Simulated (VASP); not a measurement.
# Rb (Im-3m) in VASP: a series of runs

The runs below take Rb through single point, with LDA.

Everything below comes from runs of VASP 6.6.1. Logs are shortened: lines on timing, memory, paths and dates and some standing lists are left out, and cuts for length are marked.

## Step 1: The cell of the first run

Symmetry: Im-3m, No. 229, cubic system. Conventional cell: a = 5.372 Å, b = 5.372 Å, c = 5.372 Å, α = 90.00°, β = 90.00°, γ = 90.00°.

## Step 2: Single point, LDA

Contents of INCAR:

```
SYSTEM = Rb
  ALGO = Normal
  EDIFF = 1E-6
  ENCUT = 520
  ISIF = 2
  ISMEAR = -1
  LASPH = .TRUE.
  LCHARG = .FALSE.
  LREAL = .FALSE.
  LWAVE = .FALSE.
  NBANDS = 10
  NELM = 60
  PREC = Accurate
  SIGMA = 0.1
```

Contents of KPOINTS:

```
k-points
0
G
  14 14 14
  0 0 0
```

Contents of POSCAR:

```
Rb
1.0
   -2.6859640533      2.6859640533      2.6859640533
    2.6859640533     -2.6859640533      2.6859640533
    2.6859640533      2.6859640533     -2.6859640533
Rb
1
Direct
    0.0000000000      0.0000000000      0.0000000000
```

Potentials or basis: VASP PAW LDA potentials, release 64 (Rb_sv).

The run is started by

```sh
$ cat potpaw_LDA.64/Rb_sv/POTCAR > POTCAR
$ mpirun -np 1 vasp_std > vasp.out
```

OUTCAR:

```text
SYSTEM = Rb
   EDIFF = 1E-6
   ENCUT = 520
   ISIF = 2
   ISMEAR = -1
   LASPH = .TRUE.
   LREAL = .FALSE.
   NELM = 60
   PREC = Accurate

 ion  position               nearest neighbor table
   1  0.000  0.000  0.000-

  LATTYP: Found a body centered cubic cell.
 ALAT       =     5.3719281066

  Lattice vectors:

 A1 = (  -2.6859640533,   2.6859640533,   2.6859640533)
 A2 = (   2.6859640533,  -2.6859640533,   2.6859640533)
 A3 = (   2.6859640533,   2.6859640533,  -2.6859640533)

Analysis of symmetry for initial positions (statically):
=====================================================================
 Subroutine PRICEL returns:
 Original cell was already a primitive cell.

 Routine SETGRP: Setting up the symmetry group for a
 body centered cubic supercell.

 Subroutine GETGRP returns: Found 48 space group operations
 (whereof 48 operations were pure point group operations)
 out of a pool of 48 trial point group operations.

The static configuration has the point symmetry O_h .

Analysis of symmetry for dynamics (positions and initial velocities):
=====================================================================
 Subroutine PRICEL returns:
 Original cell was already a primitive cell.

 Routine SETGRP: Setting up the symmetry group for a
 body centered cubic supercell.

 Subroutine GETGRP returns: Found 48 space group operations
 (whereof 48 operations were pure point group operations)
 out of a pool of 48 trial point group operations.

The dynamic configuration has the point symmetry O_h .

 Subroutine INISYM returns: Found 48 space group operations
 (whereof 48 operations are pure point group operations),
 and found     1 'primitive' translations

----------------------------------------------------------------------------------------

                                     Primitive cell

  volume of cell :      77.5105

  direct lattice vectors                    reciprocal lattice vectors
    -2.685964053  2.685964053  2.685964053     0.000000000  0.186152901  0.186152901
     2.685964053 -2.685964053  2.685964053     0.186152901  0.000000000  0.186152901
     2.685964053  2.685964053 -2.685964053     0.186152901  0.186152901  0.000000000

  length of vectors
     4.652226208  4.652226208  4.652226208     0.263259957  0.263259957  0.263259957

  position of ions in fractional coordinates (direct lattice)
     0.000000000  0.000000000  0.000000000

  ion indices of the primitive-cell ions
   primitive index   ion index
                 1           1

----------------------------------------------------------------------------------------

 KPOINTS: k-points

Automatic generation of k-mesh.
 Grid dimensions read from file:
 generate k-points for:   14   14   14

 Generating k-lattice:

  Cartesian coordinates                     Fractional coordinates (reciprocal lattice)
     0.000000000  0.013296636  0.013296636     0.071428571  0.000000000  0.000000000
     0.013296636  0.000000000  0.013296636     0.000000000  0.071428571  0.000000000
     0.013296636  0.013296636  0.000000000     0.000000000  0.000000000  0.071428571

  Length of vectors
     0.018804283  0.018804283  0.018804283

  Shift w.r.t. Gamma in fractional coordinates (k-lattice)
     0.000000000  0.000000000  0.000000000

 Subroutine IBZKPT returns following result:
 ===========================================

 Found    104 irreducible k-points:

 Following reciprocal coordinates:
            Coordinates               Weight
  0.000000  0.000000  0.000000      1.000000
  0.071429  0.000000  0.000000     12.000000
  0.142857  0.000000  0.000000     12.000000
  0.214286  0.000000  0.000000     12.000000
  0.285714  0.000000  0.000000     12.000000
  0.357143  0.000000  0.000000     12.000000
[... 16 lines left out ...]
  0.285714  0.285714  0.000000     24.000000
  0.357143  0.285714  0.000000     24.000000
 [... further k-points ...]
   k-points           NKPTS =    104   k-points in BZ     NKDIM =    104   number of bands    NBANDS=     10
   number of dos      NEDOS =    301   number of ions     NIONS =      1
   total plane-waves  NPLWV =  46656
   dimension x,y,z NGX =    36 NGY =   36 NGZ =   36
   dimension x,y,z NGXF=    72 NGYF=   72 NGZF=   72
   ions per type =               1
   NGX,Y,Z   is equivalent  to a cutoff of  12.86, 12.86, 12.86 a.u.
   NGXF,Y,Z  is equivalent  to a cutoff of  25.73, 25.73, 25.73 a.u.
 SYSTEM =  Rb
   PREC   = accura    normal or accurate (medium, high low for compatibility)
   ISTART =      0    job   : 0-new  1-cont  2-samecut
   ICHARG =      2    charge: 1-file 2-atom 10-const
   ISPIN  =      1    spin polarized calculation?
   LNONCOLLINEAR =      F non collinear calculations
   LSORBIT =      F    spin-orbit coupling
   LASPH  =      T    aspherical Exc in radial PAW
   ENCUT  =  520.0 eV  38.22 Ry    6.18 a.u.   8.65  8.65  8.65*2*pi/ulx,y,z
   NELM   =     60;   NELMIN=  2; NELMDL= -5     # of ELM steps
   EDIFF  = 0.1E-05   stopping-criterion for ELM
   LREAL  =      F    real-space projection
   EDIFFG = 0.1E-04   stopping-criterion for IOM
   NSW    =      0    number of steps for IOM
   IBRION =     -1    ionic relax: 0-MD 1-quasi-New 2-CG
   NFREE  =      0    steps in history (QN), initial steepest desc. (CG)
   ISIF   =      2    stress and relaxation
   ISYM   =      2    0-nonsym 1-usesym 2-fastsym
   POTIM  = 0.5000    time-step for ionic-motion
   TEBEG  =    0.0;   TEEND  =   0.0 temperature during run
   PSTRESS=    0.0 pullay stress
   NELECT =       9.0000    total number of electrons
   NUPDOWN=      -1.0000    fix difference up-down
   EMIN   =  10.00;   EMAX   =-10.00  energy-range for DOS
   EFERMI =   0.00;   METHOD = LEGACY
   ISMEAR =    -1;   SIGMA  =   0.10  broadening in eV -4-tet -1-fermi 0-gaus
   EFERMI_NEDOS =   21; number of points for ismear=-14 and -15
   IALGO  =     38    algorithm
   IMIX   =      4    mixing-type and parameters
     AMIX     =   0.40;   BMIX     =  1.00
     AMIX_MAG =   1.60;   BMIX_MAG =  1.00
  volume/ion in A,a.u.               =      77.51       523.07
  Fermi-wavevector in a.u.,A,eV,Ry     =   0.798673  1.509272  8.678857  0.637878
  Thomas-Fermi vector in A             =   1.905629
   LORBIT       =      0    0 simple, 1 ext, 2 COOP (PROOUT), +10 PAW based schemes
   GGA     = CA    functional components
   LHFCALC =     F    Hartree Fock is set to
   AEXX    =    0.0000 exact exchange contribution
   IVDW    =     0    specifies the selected vdW correction
   LEPSILON=     F    determine dielectric tensor
   LRPA    =     F    only Hartree local field effects (RPA)
 non-spin polarized calculation
  energy-cutoff  :      520.00
  volume of cell :       77.51
 maximum number of plane-waves:      2100
   NGX = 17   NGY = 17   NGZ = 17

 number of electron       9.0000000 magnetization

 Free energy of the ion-electron system (eV)
  ---------------------------------------------------
  ext. energy  EPLUGINS =         0.00000000
  ---------------------------------------------------
  free energy    TOTEN  =        -1.07460950 eV

  energy without entropy =       -1.04535267  energy(sigma->0) =       -1.05998109

 E-fermi :   0.1590     XC(G=0):  -6.1024

 val. band max:        0.1582632498   @ k =  -0.3571   0.4286   0.1429
 cond. band min:       0.1657477620   @ k =   0.2857   0.2143   0.0000
 fundamental gap:      0.0074845122
 Fermi energy:         0.1590008366

 k-point     1 :       0.0000    0.0000    0.0000
  band No.  band energies     occupation
      1     -28.5528      2.00000
      2     -12.6311      2.00000
      3     -12.6311      2.00000
      4     -12.6311      2.00000
      5      -2.0405      2.00000
      6       3.8837      0.00000
      7       3.8837      0.00000
      8       3.8837      0.00000
      9       4.9830      0.00000
     10       4.9830      0.00000

 k-point     2 :       0.0714    0.0000    0.0000
  band No.  band energies     occupation
      1     -28.5524      2.00000
      2     -12.6399      2.00000
      3     -12.6339      2.00000
      4     -12.6311      2.00000
      5      -1.9697      2.00000
      6       3.7920      0.00000
      7       3.7999      0.00000
      8       3.9517      0.00000
      9       4.8266      0.00000
     10       4.9605      0.00000

 k-point     3 :       0.1429    0.0000    0.0000
  band No.  band energies     occupation
      1     -28.5511      2.00000
      2     -12.6643      2.00000
      3     -12.6416      2.00000
      4     -12.6312      2.00000
      5      -1.7614      2.00000
      6       3.4723      0.00000
      7       3.5682      0.00000
      8       4.1539      0.00000
      9       4.6838      0.00000
     10       4.9197      0.00000

 k-point     4 :       0.2143    0.0000    0.0000
  band No.  band energies     occupation
      1     -28.5492      2.00000
      2     -12.6991      2.00000
      3     -12.6528      2.00000
      4     -12.6313      2.00000
      5      -1.4289      2.00000
      6       2.9599      0.00000
      7       3.3023      0.00000
      8       4.4855      0.00000
      9       4.7279      0.00000
     10       4.9109      0.00000

 k-point     5 :       0.2857    0.0000    0.0000
  band No.  band energies     occupation
      1     -28.5471      2.00000
      2     -12.7370      2.00000
      3     -12.6651      2.00000
      4     -12.6314      2.00000
      5      -0.9941      1.99998
      6       2.4183      0.00000
      7       3.0573      0.00000
      8       4.8244      0.00000
      9       4.9385      0.00000
     10       4.9719      0.00000

 k-point     6 :       0.3571    0.0000    0.0000
  band No.  band energies     occupation
      1     -28.5452      2.00000
      2     -12.7706      2.00000
      3     -12.6762      2.00000
      4     -12.6315      2.00000
      5      -0.4908      1.99699
      6       1.9005      0.00000
      7       2.8667      0.00000
      8       4.8337      0.00000
      9       5.1232      0.00000
     10       5.5015      0.00000
[... 183 lines left out ...]
 k-point    21 :       0.2857    0.2143    0.0000
  band No.  band energies     occupation
      1     -28.5435      2.00000
      2     -12.7724      2.00000
      3     -12.7006      2.00000
      4     -12.6479      2.00000
      5       0.1657      0.96628
      6       1.7360      0.00000
      7       2.2906      0.00000
      8       4.6193      0.00000
      9       4.9618      0.00000
     10       5.7278      0.00000

 k-point    22 :       0.3571    0.2143    0.0000
  band No.  band energies     occupation
      1     -28.5428      2.00000
      2     -12.7770      2.00000
      3     -12.7118      2.00000
      4     -12.6489      2.00000
      5       0.6733      0.01161
      6       1.3339      0.00002
      7       2.1669      0.00000
      8       4.4320      0.00000
      9       5.2440      0.00000
     10       5.5756      0.00000

 k-point    23 :       0.2857    0.2857    0.0000
  band No.  band energies     occupation
      1     -28.5427      2.00000
      2     -12.7676      2.00000
      3     -12.7217      2.00000
      4     -12.6511      2.00000
      5       0.6892      0.00991
      6       1.5720      0.00000
      7       1.9001      0.00000
      8       4.5597      0.00000
      9       4.9601      0.00000
     10       5.5584      0.00000

 k-point    24 :       0.3571    0.2857    0.0000
  band No.  band energies     occupation
      1     -28.5424      2.00000
      2     -12.7608      2.00000
      3     -12.7345      2.00000
      4     -12.6520      2.00000
      5       1.1451      0.00010
      6       1.2883      0.00002
      7       1.7172      0.00000
      8       4.4931      0.00000
      9       5.1526      0.00000
     10       5.3070      0.00000

 [... further k-points ...]

------------------------ aborting loop because EDIFF is reached ----------------------------------------

  FORCE on cell =-STRESS in cart. coord.  units (eV):
  Direction    XX          YY          ZZ          XY          YZ          ZX
  --------------------------------------------------------------------------------------
  -------------------------------------------------------------------------------------
  Total        0.0024588      0.0024588      0.0024588      0.0000000     -0.0000000      0.0000000
  in kB        0.0508238      0.0508238      0.0508238      0.0000000     -0.0000000      0.0000000
  external PRESSURE =       0.0508238 kB  Pullay stress =       0.0000000 kB

 VOLUME and BASIS-vectors are now :
 -----------------------------------------------------------------------------
  energy-cutoff  :      520.00
  volume of cell :       77.51
      direct lattice vectors                 reciprocal lattice vectors
    -2.685964053  2.685964053  2.685964053     0.000000000  0.186152901  0.186152901
     2.685964053 -2.685964053  2.685964053     0.186152901  0.000000000  0.186152901
     2.685964053  2.685964053 -2.685964053     0.186152901  0.186152901  0.000000000

 POSITION                                       TOTAL-FORCE (eV/Angst)
 -----------------------------------------------------------------------------------
      0.00000      0.00000      0.00000         0.000000      0.000000     -0.000000
 -----------------------------------------------------------------------------------
    total drift:                               -0.000000      0.000000      0.000000

  FREE ENERGIE OF THE ION-ELECTRON SYSTEM (eV)
  ---------------------------------------------------
  free  energy   TOTEN  =        -1.0746095050 eV

  energy  without entropy=       -1.0453526740  energy(sigma->0) =       -1.05998109
```

Run time: 66 s. Hardware: 1 thread of Intel Xeon 8259CL, shared host; peak memory 0.21 GiB.

What came out:

| Quantity | Value |
| --- | --- |
| Free energy | -1.0746 eV |
| Pressure | 0.0 GPa |
| Band gap on the k mesh | zero (an odd number of electrons rules out a gap without spin polarisation) |

[end of part 1 of 2]
